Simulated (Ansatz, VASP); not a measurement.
**Two plane-wave programs on H**

```
CELL_PARAMETERS angstrom
14.00000 0.00000 0.00000
0.00000 14.40000 0.00000
0.00000 0.00000 14.80000
ATOMIC_POSITIONS crystal
H 0.50000 0.50000 0.50000
```

Alike in both runs: task single point; functional PBEsol; k mesh 1 × 1 × 1; occupations fermi-dirac, width 0.01 eV; collinear spin.

```csv
,VASP,Ansatz
version,VASP 6.6.1,Ansatz 0.2.0
potentials or method,"VASP PAW PBE potentials, release 64 (H), cutoff 520 eV","plane waves (420 eV) with PAW, scalar-relativistic"
valence electrons in the cell,1,1
```

```csv
,VASP,Ansatz,Ansatz less VASP
gap on the k mesh at the Fermi level (eV),7.28,7.27,-0.006
net moment per atom (μB),1.00,1.00,0.000
size of the moment on the site where the two differ most (μB),0.37,1.00,+0.628
```

VASP's potentials were made for PBE, not for PBEsol, and Ansatz warns of the same on its side. Site moments also hang on the region over which each program counts them. Ansatz's warnings: nearly empty spin channel levels not settled, published levels not confirmed, stability check not made.
